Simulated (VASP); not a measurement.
Li: relaxation of cell and atoms with BLYP+D3(BJ)

Crystal: Li.

```
Li
1.0
     0.00000    2.20200    2.20200
     2.20200    0.00000    2.20200
     2.20200    2.20200    0.00000
Li
1
Direct
  0.00000 0.00000 0.00000
```

| Item | Value |
| --- | --- |
| Program | VASP 6.6.1 |
| Task | relaxation of cell and atoms |
| Functional | BLYP |
| Dispersion | D3(BJ) |
| Potentials or basis | VASP PAW PBE potentials, release 64 (Li_sv) |
| Cutoff | 600 eV |
| k mesh | 5 × 5 × 5 |
| Occupations | fermi-dirac, width 0.1 eV |
| Spin | no spin polarisation |
| Dipole correction | no |
| Further INCAR settings | ALGO = Normal; EDIFF = 1e-06; IBRION = 2; EDIFFG = -0.1; NSW = 80; ISIF = 3 |

The relaxed volume is 15.79 Å³/atom. The relaxed cell is a = 2.816 Å, b = 2.816 Å, c = 2.816 Å, α = 60.00°, β = 60.00°, γ = 60.00°. The space group after relaxing (to 0.05 Å) is Fm-3m (No. 225), the energy gained by relaxing is 82.6 meV/atom and the ionic steps are 5. The pressure after relaxing is -0.4 GPa and the dispersion energy per atom is -0.487 eV.

The path:
| step | energy change (eV) | largest force (eV/Å) | pressure (GPa) | volume (Å³) |
| --- | --- | --- | --- | --- |
| 1 | 0.0000 | 0.0000 | -3.59 | 21.35 |
| 2 | -0.0305 | 0.0000 | -3.17 | 19.91 |
| 3 | -0.0766 | 0.0000 | -1.44 | 16.86 |
| 4 | 0.0023 | 0.0000 | 8.84 | 11.72 |
| 5 | -0.0826 | 0.0000 | -0.36 | 15.79 |

Final structure:
```xyz
1
Lattice="0.0000 1.9911 1.9911 1.9911 0.0000 1.9911 1.9911 1.9911 0.0000" Properties=species:S:1:pos:R:3 pbc="T T T"
Li    0.0000    0.0000    0.0000
```

Levels at points of the mesh, in eV from the Fermi level:
| k point | band 1 | band 2 | band 3 | band 4 | band 5 |
| --- | --- | --- | --- | --- | --- |
| (0.00, 0.00, 0.00) | -47.16 | -4.17 | 16.46 | 16.46 | 16.46 |

Run time: 25 s on 1 thread of AMD EPYC 9R45 96-Core Processor (Zen 5), on a shared host, peak memory 0.12 GiB.

Caveat: the k points lie up to 0.55 Å⁻¹ apart in the final cell; the cutoff is under 1.25 times the usual one of these potentials, so pressure, stress and relaxed cells hold a basis-set (Pulay) error; the volume moved by over 15 % at a fixed basis, so the end points are rough; the PAW data sets were made with another functional, which shifts forces and pressure a little; the volume moved by -26 % from the deposited cell, more than functionals usually miss; pairwise dispersion overbinds metals, which lowers pressure and volume.
